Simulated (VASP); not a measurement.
Write the native input for VASP 6.6.1 that does the following.

```yaml
Task: single point
Functional: LDA
Potentials_or_basis: VASP PAW LDA potentials, release 64 (Cu, Pd, S)
Cutoff: 520 eV
k_mesh: 6 × 6 × 6
Occupations: gaussian, width 0.05 eV
Spin: collinear spin, ferromagnetic start
Starting_moments: "[0.33, 0.9, 0.58, 0.58] μB"
Fixed_moment: 2.7 μB
Hubbard_terms: Cu d U = 2.0 eV, J = 0.7 eV, Pd d U = 2.0 eV, J = 0.7 eV
Dipole_correction: no
LDAUTYPE: 1
Hund's_J: 0.7
Further_INCAR_settings: ALGO = Normal; EDIFF = 1e-06; NBANDS = 28
```

The structure of CuPdS2 lies in POSCAR:

```
CuPdS2
1.0
    1.8180735300      1.0496652400      6.6003006700
   -1.8180735300      1.0496652400      6.6003006700
    0.0000000000     -2.0993304800      6.6003006700
Cu Pd S
1 1 2
Direct
    0.5000000000      0.5000000000      0.5000000000
    0.0000000000      0.0000000000      0.0000000000
    0.2667000000      0.2667000000      0.2667000000
    0.7333000000      0.7333000000      0.7333000000
```

The input as run:

INCAR

```
SYSTEM = CuPdS2
  ALGO = Normal
  EDIFF = 1E-6
  ENCUT = 520
  GGA = CA
  ISIF = 2
  ISMEAR = 0
  ISPIN = 2
  LASPH = .TRUE.
  LCHARG = .FALSE.
  LDAU = .TRUE.
  LDAUJ = 0.7 0.7 0
  LDAUL = 2 2 -1
  LDAUPRINT = 1
  LDAUTYPE = 1
  LDAUU = 2 2 0
  LMAXMIX = 4
  LORBIT = 11
  LREAL = .FALSE.
  LWAVE = .FALSE.
  MAGMOM = 0.33 0.9 0.58 0.58
  NBANDS = 28
  NELM = 150
  NUPDOWN = 2.7
  PREC = Accurate
  SIGMA = 0.05
```

KPOINTS

```
k-points
0
G
  6 6 6
  0 0 0
```

Potentials or basis: VASP PAW LDA potentials, release 64 (Cu, Pd, S).

Run with:

```console
$ cat potpaw_LDA.64/Cu/POTCAR potpaw_LDA.64/Pd/POTCAR potpaw_LDA.64/S/POTCAR > POTCAR
$ mpirun -np 1 vasp_std > vasp.out
```

Results of the run:

```json
{"Pressure": "-10.5 GPa", "Largest force": "1.246 eV/Å", "Net moment": "2.70 μB per cell", "Site moments": "Cu +0.29; Pd +0.88; S +0.45 μB", "Valence electrons inside the program's atomic spheres": "Cu 9.67; Pd 9.49; S 3.58"}
```

Caveat: the total moment is fixed, so each spin has its own Fermi level; a cell with one magnetic atom can't hold antiferromagnetic order, which such compounds often take; forces of over 1 eV/Å act on the atoms, so gaps and moduli don't describe the material at rest.

Wall time 18 min on 1 thread of AMD EPYC 7R13, on a shared host, peak memory 0.36 GiB.
